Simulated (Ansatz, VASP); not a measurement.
**One calculation of Sb, two programs**

```
Sb
1.0
     2.16484    1.24987    3.76880
    -2.16484    1.24987    3.76880
     0.00000   -2.49975    3.76880
Sb
2
Direct
  0.23364 0.23364 0.23364
  0.76636 0.76636 0.76636
```

Change from the starting cell: volume scaled by 1.02, PAW files.

Alike in both runs: task electric field gradients; functional PBE; k mesh 9 × 9 × 9; occupations fermi-dirac, width 0.05 eV; no spin polarisation.

```csv
,VASP,Ansatz
version,VASP 6.6.1,Ansatz 0.2.0
potentials or method,"VASP PAW PBE potentials, release 64 (Sb)","PAW with Ansatz's default frozen-core files, scalar-relativistic"
plane-wave cutoff (eV),520,420
valence electrons in the cell,10,30
```

VASP gave:

- pressure (GPa): 2.0
- traceless stress, the component that is largest in VASP (GPa): -0.21
- rms of the force components (eV/Å): 0.079
- size of Vzz on the site where it differs most (V/Å²): 45.9

Problem. Estimate Ansatz's values.

Solution. Pressure (GPa): 1.9; traceless stress, the component that is largest in VASP (GPa): -0.18; rms of the force components (eV/Å): 0.056; size of Vzz on the site where it differs most (V/Å²): 49.8.

Atom by atom the forces differ by 0.023 eV/Å (rms over components). The functional is the same, so the differences come from potentials, cutoffs and numerics. VASP's potentials hold 10 valence electrons a cell and Ansatz's 30, so a difference there can come from the potentials and not from the codes.

Neither program's run includes spin-orbit coupling.
